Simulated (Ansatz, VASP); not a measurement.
Two plane-wave programs on RbBr

```
CELL_PARAMETERS angstrom
0.00000 3.50461 3.50461
3.50461 0.00000 3.50461
3.50461 3.50461 0.00000
ATOMIC_POSITIONS crystal
Rb 0.50000 0.50000 0.50000
Br 0.00000 0.00000 0.00000
```

Alike in both runs: functional PBE; k mesh 6 × 6 × 6; occupations gaussian, width 0.02 eV; no spin polarisation.

Ansatz relaxed the structure, and its values are those at the end. VASP's run is a single point on that final structure, the one shown.

```csv
,VASP,Ansatz
version,VASP 6.6.1,Ansatz 0.2.0
potentials or method,"VASP PAW PBE potentials, release 64 (Rb_sv, Br), cutoff 500 eV","scalar-relativistic, plane waves, PAW"
valence electrons in the cell,16,16
```

```tsv
	VASP	Ansatz	Ansatz less VASP
gap on the k mesh at the Fermi level (eV)	4.20	4.20	+0.002
least direct gap on the mesh (eV)	4.20	4.20	+0.002
pressure (GPa)	0.1	0.0	-0.01
```
